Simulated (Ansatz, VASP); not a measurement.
## PtSe2: VASP beside Ansatz

```
CELL_PARAMETERS angstrom
3.70704 0.00000 0.00000
-1.85352 3.21039 0.00000
0.00000 0.00000 22.79816
ATOMIC_POSITIONS crystal
Se 0.66667 0.33333 0.19738
Se 0.33333 0.66667 0.31358
Se 0.33333 0.00000 0.46754
Se 0.00000 0.33333 0.58374
Pt 0.00000 0.00000 0.25548
Pt 0.66667 0.66667 0.52564
```

Alike in both runs: task single point; functional PBE; dispersion D3(BJ); k mesh 9 × 9 × 1; occupations gaussian, width 0.05 eV; no spin polarisation.

|  | VASP | Ansatz |
| --- | --- | --- |
| version | VASP 6.6.1 | Ansatz 0.2.0 |
| potentials or method | VASP PAW PBE potentials, release 64 (Se, Pt), cutoff 520 eV | scalar-relativistic, plane waves, PAW |
| valence electrons in the cell | 44 | 100 |

Ansatz gave:

| Property | Result |
| --- | --- |
| gap on the k mesh at the Fermi level (eV) | 0.93 |
| least direct gap on the mesh (eV) | 1.11 |
| rms of the force components (eV/Å) | 0.031 |

Which values does VASP return?

gap on the k mesh at the Fermi level (eV): 0.92; least direct gap on the mesh (eV): 1.10; rms of the force components (eV/Å): 0.031.

VASP's potentials hold 44 valence electrons a cell and Ansatz's 100, so a difference there can come from the potentials and not from the codes.

Spin-orbit coupling is off throughout.
